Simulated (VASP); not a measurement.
Here is a VASP 6.6.1 calculation.

The input POSCAR:

```
Li2Se
1.0
    0.0000000000      3.0062880000      3.0062880000
    3.0062880000      0.0000000000      3.0062880000
    3.0062880000      3.0062880000      0.0000000000
Li Se
2 1
Direct
    0.2500000000      0.2500000000      0.2500000000
    0.7500000000      0.7500000000      0.7500000000
    0.0000000000      0.0000000000      0.0000000000
```

File INCAR.step1:

```
SYSTEM = Li2Se
  PREC = Accurate
  ENCUT = 830
  ISMEAR = 1
  SIGMA = 0.0251
  LREAL = .False.
  LASPH = .True.
  NELM = 120
  NBANDS = 13
  GGA = PE
  ALGO = Normal
  EDIFF = 1E-5
  LWAVE = .True.
  LCHARG = .False.
  GGA_COMPAT = .False.
```

The input INCAR.step2:

```
SYSTEM = Li2Se
  PREC = Accurate
  ENCUT = 830
  EDIFF = 1E-6
  ISMEAR = 1
  SIGMA = 0.0251
  LREAL = .False.
  LASPH = .True.
  NELM = 120
  ALGO = Normal
  ISIF = 2
  LWAVE = .False.
  LCHARG = .False.
  METAGGA = R2SCAN
  LMIXTAU = .True.
  NBANDS = 13
  ISTART = 1
  GGA_COMPAT = .False.
```

The input KPOINTS:

```
regular mesh
0
Gamma
  7 7 7
  0 0 0
```

Potentials or basis: VASP PAW PBE potentials, release 64 (Li_sv, Se).

The run is started by

```sh
$ cat potpaw_PBE.64/Li_sv/POTCAR potpaw_PBE.64/Se/POTCAR > POTCAR
$ cp INCAR.step1 INCAR
$ mpirun -np 1 vasp_std > vasp.out
$ cp INCAR.step2 INCAR
$ mpirun -np 1 vasp_std > vasp.out
```

Question: Predict the pressure.

Answer: -0.6 GPa.

Question: Estimate the band gap on the k mesh.

Answer: 3.61 eV, indirect (least direct gap 4.12 eV).

Caveat: the PAW data sets were made with another functional, which shifts forces and pressure a little. r2SCAN opens gaps a little over a GGA but as a rule still falls short of measured ones.
